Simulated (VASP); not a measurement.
**Cu: single point with PBE**

The system is Cu.

```
Cu
1.0
     0.00000    1.80750    1.80750
     1.80750    0.00000    1.80750
     1.80750    1.80750    0.00000
Cu
1
Direct
  0.00000 0.00000 0.00000
```

```json
{"Program": "VASP 6.6.1", "Task": "single point", "Functional": "PBE", "Potentials or basis": "VASP PAW PBE potentials, release 64 (Cu)", "Cutoff": "520 eV", "k mesh": "16 × 16 × 16", "Occupations": "fermi-dirac, width 0.15 eV", "Spin": "no spin polarisation"}
```

```yaml
Pressure: 2.4 GPa
```

Levels at points of the mesh, in eV from the Fermi level:
| k point | band 2 | band 3 | band 4 | band 5 | band 6 | band 7 | band 8 | band 9 | band 10 | band 11 |
| --- | --- | --- | --- | --- | --- | --- | --- | --- | --- | --- |
| (0.00, 0.00, 0.00) | -3.03 | -3.03 | -3.03 | -2.21 | -2.21 | 22.60 | 25.24 | 25.24 | 25.24 | 27.73 |
| (0.50, 0.00, 0.00) | -3.06 | -3.06 | -1.64 | -1.64 | -1.00 | 3.76 | 21.09 | 22.07 | 22.07 | 25.08 |
| (0.50, 0.50, 0.00) | -4.42 | -1.66 | -1.50 | -1.50 | 1.50 | 7.11 | 13.08 | 13.08 | 17.58 | 20.26 |

Wall time 27 s on 1 thread of Intel Xeon 8259CL, with other jobs on the host, peak memory 0.13 GiB.
